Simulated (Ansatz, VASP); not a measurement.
## One calculation of FeO, two programs

```xyz
2
Lattice="0.0000 2.1550 2.1550 2.1550 0.0000 2.1550 2.1550 2.1550 0.0000" Properties=species:S:1:pos:R:3 pbc="T T T"
Fe    0.0000    0.0000    0.0000
O     2.1550    2.1550    2.1550
```

Alike in both runs: task electric field gradients; functional PBE; k mesh 16 × 16 × 16; occupations fermi-dirac, width 0.08 eV; collinear spin.

|  | VASP | Ansatz |
| --- | --- | --- |
| version | VASP 6.6.1 | Ansatz 0.2.0 |
| potentials or method | VASP PAW PBE potentials, release 64 (Fe, O) | PAW with Ansatz's default frozen-core files, scalar-relativistic |
| plane-wave cutoff (eV) | 520 | 420 |
| valence electrons in the cell | 14 | 22 |

```tsv
	VASP	Ansatz	Ansatz less VASP
pressure (GPa)	0.1	0.0	-0.12
net moment per atom (μB)	2.00	2.00	0.000
size of the moment on the site where the two differ most (μB)	3.62	3.45	-0.170
```

Site moments also hang on the region over which each program counts them. VASP's potentials hold 14 valence electrons a cell and Ansatz's 22, so a difference there can come from the potentials and not from the codes.
